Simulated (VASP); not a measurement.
Write the native input for VASP 6.6.1 that does the following.

```yaml
Task: single point
Functional: RPBE
Potentials_or_basis: VASP PAW PBE potentials, release 64 (Ta_pv, N)
Cutoff: 520 eV
k_mesh: 9 × 9 × 8
Occupations: fermi-dirac, width 0.15 eV
Spin: no spin polarisation
Dipole_correction: no
Further_INCAR_settings: ALGO = Normal; EDIFF = 1e-06; NBANDS = 15
```

The structure of TaN lies in POSCAR:

```
TaN
1.0
    2.9861724963      0.0000000000      0.0000000000
   -1.4930862482      2.5861188903      0.0000000000
    0.0000000000      0.0000000000      2.9302706967
Ta N
1 1
Direct
    0.3333333333      0.6666666667      0.5000000000
    0.0000000000      0.0000000000      0.0000000000
```

The input as run:

INCAR

```
SYSTEM = TaN
  ALGO = Normal
  EDIFF = 1E-6
  ENCUT = 520
  GGA = RP
  ISIF = 2
  ISMEAR = -1
  LASPH = .TRUE.
  LCHARG = .TRUE.
  LELF = .TRUE.
  LREAL = .FALSE.
  LVHAR = .TRUE.
  LWAVE = .FALSE.
  NBANDS = 15
  NELM = 80
  PREC = Accurate
  SIGMA = 0.15
```

KPOINTS

```
k-points
0
G
  9 9 8
  0 0 0
```

Potentials or basis: VASP PAW PBE potentials, release 64 (Ta_pv, N).

Run with:

```bash
$ cat potpaw_PBE.64/Ta_pv/POTCAR potpaw_PBE.64/N/POTCAR > POTCAR
$ mpirun -np 1 vasp_std > vasp.out
```

Results of the run:

```yaml
Pressure: -6.1 GPa
Band_gap_on_the_k_mesh: zero (band 8 reaches 7.97 eV, above the bottom of band 9 at 7.79 eV)
```

Caveat: the PAW data sets were made with another functional, which shifts forces and pressure a little; spin-orbit coupling is left out, which moves the levels of the heavy elements.

Run time: 26 s on 1 thread of AMD EPYC 7R43 64-Core Processor (Zen 3) (shared host), peak memory 0.11 GiB.
